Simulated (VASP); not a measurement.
Here is a VASP 6.6.1 calculation.

The input INCAR:

```
SYSTEM = MoS2
ALGO = Normal
EDIFF = 1E-7
ENCUT = 520
GGA = PS
ISIF = 2
ISMEAR = 0
IVDW = 12
LASPH = .TRUE.
LCHARG = .FALSE.
LREAL = .FALSE.
LWAVE = .FALSE.
NBANDS = 20
NELM = 80
PREC = Accurate
SIGMA = 0.15
```

File KPOINTS:

```
k-points
0
G
  15 15 15
  0 0 0
```

Contents of POSCAR:

```
MoS2
1.0
    1.5399048573      0.8890644839      5.7970502989
   -1.5399048573      0.8890644839      5.7970502989
    0.0000000000     -1.7781289678      5.7970502989
Mo S
1 2
Direct
    0.0000000000      0.0000000000      0.0000000000
    0.7469489439      0.7469489439      0.7837854171
    0.2530510561      0.2530510561      0.2162145829
```

Potentials or basis: VASP PAW PBE potentials, release 64 (Mo_sv, S).

Command:

```bash
$ cat potpaw_PBE.64/Mo_sv/POTCAR potpaw_PBE.64/S/POTCAR > POTCAR
$ mpirun -np 1 vasp_std > vasp.out
```

Question: Predict the pressure.

Answer: 0.3 GPa.

Question: What does it give for the band gap on the k mesh?

Answer: Zero (bands 13 and 14 overlap by 0.52 eV).

Question: Predict the dispersion energy per atom.

Answer: -0.415 eV.

Question: Predict the largest force.

Answer: 0.547 eV/Å.

Stress tensor (GPa, compression positive):
```
 2.46  0.00  0.00
 0.00 -2.06  5.33
 0.00  5.33  0.55
```

Caveat: the cell differs from its parent crystal (atoms displaced along a vibrational mode); the PAW data sets were made with another functional, which shifts forces and pressure a little.
